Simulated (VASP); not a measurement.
# Cs4Mg3P4O16 (a cell with a defect): single point with r2SCAN

System: Cs4Mg3P4O16 (a cell with a defect).

```
Cs Mg P O
1.0
     8.93270    0.00000    0.00000
     0.00000    5.52770    0.00000
     0.00000    0.00000    9.64870
Cs Mg P O
4 3 4 16
Direct
  0.51476 0.26675 0.69557
  0.00697 0.83644 0.21861
  0.02427 0.18020 0.82344
  0.47341 0.74546 0.28003
  0.16731 0.72707 0.58907
  0.83409 0.32178 0.43590
  0.68122 0.73991 0.90992
  0.21315 0.23967 0.42451
  0.29109 0.76368 0.90881
  0.71213 0.28616 0.08645
  0.80084 0.77591 0.58939
  0.28879 0.23717 0.27924
  0.17692 0.74981 0.79429
  0.74045 0.26539 0.23988
  0.75993 0.70686 0.73638
  0.25034 0.02012 0.51516
  0.27837 0.99025 0.99718
  0.84347 0.46397 0.02478
  0.69581 0.61483 0.49917
  0.78078 0.03537 0.53825
  0.74372 0.03463 0.01528
  0.26675 0.54236 0.99959
  0.26334 0.47700 0.49793
  0.04321 0.21949 0.40827
  0.45272 0.73787 0.85437
  0.58469 0.41533 0.02385
  0.95724 0.66934 0.55619
```

| Item | Value |
| --- | --- |
| Program | VASP 6.6.1 |
| Task | single point |
| Functional | r2SCAN |
| Potentials or basis | VASP PAW PBE potentials, release 64 (Cs_sv, Mg, P, O) |
| Cutoff | 520 eV |
| k mesh | 1 × 2 × 1 |
| Occupations | fermi-dirac, width 0.05 eV |
| Spin | no spin polarisation |

```json
{
  "Pressure": "-0.2 GPa",
  "Largest force": "5.807 eV/Å",
  "Band gap on the k mesh": "0.02 eV"
}
```

Forces in eV/Å, atoms in the order of the input:
```
Cs  -0.194 -0.044  0.164
Cs   0.061 -0.466 -0.559
Cs  -0.418  1.097  0.097
Cs  -0.120  0.007 -0.221
Mg  -0.312  0.592  0.646
Mg  -0.283  0.569 -0.435
Mg  -0.914 -0.409  1.962
P    0.390  0.603 -1.275
P    1.993 -0.522  1.053
P    5.457 -0.738 -1.845
P   -1.021 -2.165 -2.459
O   -0.551 -0.379  1.713
O   -0.432 -0.125 -1.919
O   -0.525  0.086  1.134
O    0.586  1.266  0.243
O    0.918 -0.133  0.249
O   -0.466 -0.043 -0.116
O   -1.309 -0.430  0.487
O    0.529 -0.698 -0.464
O    0.178  0.036  1.364
O   -0.883  0.151  0.385
O   -0.405 -0.523  0.888
O    0.018 -1.288 -0.243
O   -0.725  1.147 -0.129
O    0.509  0.691 -0.552
O   -2.396  1.198 -0.294
O    0.317  0.521  0.128
```

Stress tensor (GPa, compression positive):
```
 0.53 -1.82  0.03
-1.82 -1.40  0.12
 0.03  0.12  0.23
```

Levels at points of the mesh, in eV from the valence-band top:
```tsv
k point	band 75	band 76	band 77	band 78	band 79	band 80	band 81	band 82	band 83	band 84
(0.00, 0.00, 0.00)	-0.29	-0.17	-0.13	-0.11	0.00	0.07	5.13	6.75	6.80	7.02
(0.00, 0.50, 0.00)	-0.36	-0.34	-0.23	-0.21	-0.06	0.02	6.65	6.71	7.00	7.08
```

It took 7.7 min on 1 thread of Intel(R) Xeon(R) 6975P-C (Granite Rapids) (shared host), peak memory 0.54 GiB.

Caveat: the k points lie up to 0.70 Å⁻¹ apart; the atoms stand as in a frame of molecular dynamics; semilocal functionals underestimate gaps, and a narrow one can read as zero; the PAW data sets were made with another functional, which shifts forces and pressure a little; spin-orbit coupling is left out, which moves the levels of the heavy elements.
